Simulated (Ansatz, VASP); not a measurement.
**FeNi3: VASP beside Ansatz**

```xyz
4
Lattice="0.0000 2.8978 2.8978 2.8978 0.0000 2.8978 2.8978 2.8978 0.0000" Properties=species:S:1:pos:R:3 pbc="T T T"
Fe    0.0000    0.0000    0.0000
Ni    4.3467    4.3467    4.3467
Ni    1.4489    1.4489    1.4489
Ni    2.8978    2.8978    2.8978
```

Alike in both runs: task single point; functional r2SCAN; k mesh 7 × 7 × 7; collinear spin.

|  | VASP | Ansatz |
| --- | --- | --- |
| version | VASP 6.6.1 | Ansatz 0.2.0 |
| potentials or method | VASP PAW PBE potentials, release 64 (Fe, Ni), cutoff 520 eV | plane waves, PAW |
| occupations | methfessel-paxton of order 1, width 0.1 eV | cold |
| valence electrons in the cell | 38 | 70 |

|  | VASP | Ansatz | Ansatz less VASP |
| --- | --- | --- | --- |
| net moment per atom (μB) | 1.26 | 1.26 | +0.002 |
| size of the moment on the site where the two differ most (μB) | 0.72 | 0.78 | +0.062 |

VASP's potentials were made for PBE, not for r2SCAN. Site moments also hang on the region over which each program counts them. VASP's potentials hold 38 valence electrons a cell and Ansatz's 70, so a difference there can come from the potentials and not from the codes. Ansatz's warnings: stability check not made.
